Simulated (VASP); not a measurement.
The system is Lu.

```xyz
4
Lattice="4.9000 0.0000 0.0000 0.0000 4.9000 0.0000 0.0000 0.0000 4.9000" Properties=species:S:1:pos:R:3 pbc="T T T"
Lu    0.0000    0.0000    0.0000
Lu    0.0000    2.4500    2.4500
Lu    2.4500    0.0000    2.4500
Lu    2.4500    2.4500    0.0000
```

This isn't the form of Lu at room conditions, which is hcp.

```yaml
Program: VASP 6.6.1
Task: relaxation of cell and atoms
Functional: LDA
Potentials_or_basis: VASP PAW PBE potentials, release 64 (Lu)
Cutoff: 600 eV
k_mesh: 5 × 5 × 5
Occupations: fermi-dirac, width 0.05 eV
Spin: no spin polarisation
```

At the start: pressure -5.6 GPa; volume 29.41 Å³/atom.

**Question.** Where does the relaxation end?

**Answer.** Over 4 steps the energy falls by 73.8 meV/atom and the volume is 25.65 Å³/atom (-12.8 %); space group Fm-3m (No. 225, to 0.1 Å) before and after.

Step by step:
| step | energy change (eV) | largest force (eV/Å) | pressure (GPa) | volume (Å³) |
| --- | --- | --- | --- | --- |
| 1 | 0.0000 | 0.0000 | -5.57 | 117.65 |
| 2 | -0.2926 | 0.0000 | 0.55 | 101.08 |
| 3 | -0.2953 | 0.0000 | 0.19 | 102.18 |
| 4 | -0.2953 | 0.0000 | -0.05 | 102.61 |

Final structure:
```xyz
4
Lattice="4.6816 0.0000 0.0000 0.0000 4.6816 0.0000 0.0000 0.0000 4.6816" Properties=species:S:1:pos:R:3 pbc="T T T"
Lu    0.0000    0.0000    0.0000
Lu    0.0000    2.3408    2.3408
Lu    2.3408    0.0000    2.3408
Lu    2.3408    2.3408    0.0000
```

Caveat: the PAW data sets were made with another functional, which shifts forces and pressure a little.
